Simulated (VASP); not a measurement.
Set up this calculation in VASP 6.6.1, as the native input.

* Task: single point
* Functional: PBE
* Potentials or basis: VASP PAW PBE potentials, release 64 (Ir)
* Cutoff: 520 eV
* k mesh: 22 × 22 × 22
* Occupations: gaussian, width 0.15 eV
* Spin: no spin polarisation
* Dipole correction: no
* Further INCAR settings: ALGO = Normal; EDIFF = 1e-06; NBANDS = 10

The structure of Ir lies in POSCAR:

```
Ir
1.0
    0.0000000000      2.0275002991      1.6501824934
    2.0275002991      0.0000000000      1.6501824934
    2.0275002991      2.0275002991      0.0000000000
Ir
1
Direct
    0.0000000000      0.0000000000      0.0000000000
```

These files were run (other wordings do the same):

INCAR

```
PREC     = Accurate       # precision mode
ENCUT    = 520            # plane-wave cutoff, eV
EDIFF    = 1E-6           # SCF threshold, eV
ISMEAR   = 0              # smearing method
SIGMA    = 0.15           # smearing width, eV
LREAL    = F              # projectors in reciprocal space
LASPH    = T              # aspherical terms in the spheres
NELM     = 60             # most SCF steps
ALGO     = Normal         # electronic algorithm
ISIF     = 2              # what is computed and relaxed
LWAVE    = F              # write WAVECAR
LCHARG   = T              # write CHGCAR
GGA      = PE             # functional
LELF     = T              # ELF
LVHAR    = T            
NBANDS   = 10             # bands
```

KPOINTS

```
regular mesh
0
Gamma
  22 22 22
```

Potentials or basis: VASP PAW PBE potentials, release 64 (Ir).

Command:

```console
$ cat potpaw_PBE.64/Ir/POTCAR > POTCAR
$ mpirun -np 1 vasp_std > vasp.out
```

Results of the run:

```
Pressure               : 36.1 GPa
Band gap on the k mesh : zero (an odd number of electrons rules out a gap without spin polarisation)
```

Caveat: the cell stands under pressure; spin-orbit coupling is left out, which moves the levels of the heavy elements.

It took 34 s on 1 thread of Intel(R) Xeon(R) 6975P-C (Granite Rapids) (shared host), peak memory 0.24 GiB.
